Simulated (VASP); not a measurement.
## Al: single point with LDA

The system is Al.

```xyz
2
Lattice="0.0000 2.9746 2.9746 2.9746 0.0000 2.9746 2.9746 2.9746 0.0000" Properties=species:S:1:pos:R:3 pbc="T T T"
Al    0.0000    0.0000    0.0000
Al    1.4873    1.4873    1.4873
```

```yaml
Program: VASP 6.6.1
Task: single point
Functional: LDA
Potentials_or_basis: VASP PAW LDA potentials, release 64 (Al)
Cutoff: 500 eV
k_mesh: 6 × 6 × 6
Occupations: fermi-dirac, width 0.1 eV
Spin: no spin polarisation
```

```json
{"Pressure": "0.0 GPa", "Band gap on the k mesh": "zero (band 3 reaches 5.11 eV, above the bottom of band 4 at 1.67 eV)"}
```

Levels at points of the mesh, in eV from the Fermi level:
| k point | band 1 | band 2 | band 3 | band 4 | band 5 | band 6 | band 7 | band 8 |
| --- | --- | --- | --- | --- | --- | --- | --- | --- |
| (0.00, 0.00, 0.00) | -8.04 | 2.20 | 2.20 | 2.20 | 4.04 | 4.04 | 4.04 | 5.52 |
| (0.50, 0.00, 0.00) | -5.93 | -3.95 | 1.15 | 1.15 | 3.36 | 4.45 | 4.45 | 7.61 |
| (0.50, 0.50, 0.00) | -4.41 | -4.41 | -0.39 | -0.39 | 2.09 | 2.09 | 10.85 | 10.85 |

It took 5.9 s on 1 thread of Intel(R) Xeon(R) Platinum 8488C (Sapphire Rapids) (shared host), peak memory 0.14 GiB.
